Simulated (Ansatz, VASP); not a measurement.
NaCaBr3 in VASP and in Ansatz

```
Na Ca Br
1.0
     5.67927    0.00000    0.00000
     0.00000    5.67927    0.00000
     0.00000    0.00000    5.67927
Na Ca Br
1 1 3
Direct
  0.00000 0.00000 0.00000
  0.50000 0.50000 0.50000
  0.50000 0.50000 0.00000
  0.50000 0.00000 0.50000
  0.00000 0.50000 0.50000
```

Alike in both runs: task single point; functional PBE; k mesh 4 × 4 × 4; no spin polarisation.

|  | VASP | Ansatz |
| --- | --- | --- |
| version | VASP 6.6.1 | Ansatz 0.2.0 |
| potentials or method | VASP PAW PBE potentials, release 64 (Na_pv, Ca_sv, Br) | plane waves, PAW |
| plane-wave cutoff (eV) | 520 | 420 |
| occupations | gaussian, width 0.01 eV | fixed |
| valence electrons in the cell | 38 | 40 |

Ansatz gave:

```
gap on the k mesh at the Fermi level (eV) : 3.06
pressure (GPa)                            : 0.0
```

Q: What did VASP give for the same quantities?

A: gap on the k mesh at the Fermi level (eV): 3.06; pressure (GPa): 0.1.

VASP's potentials hold 38 valence electrons a cell and Ansatz's 40, so a difference there can come from the potentials and not from the codes.
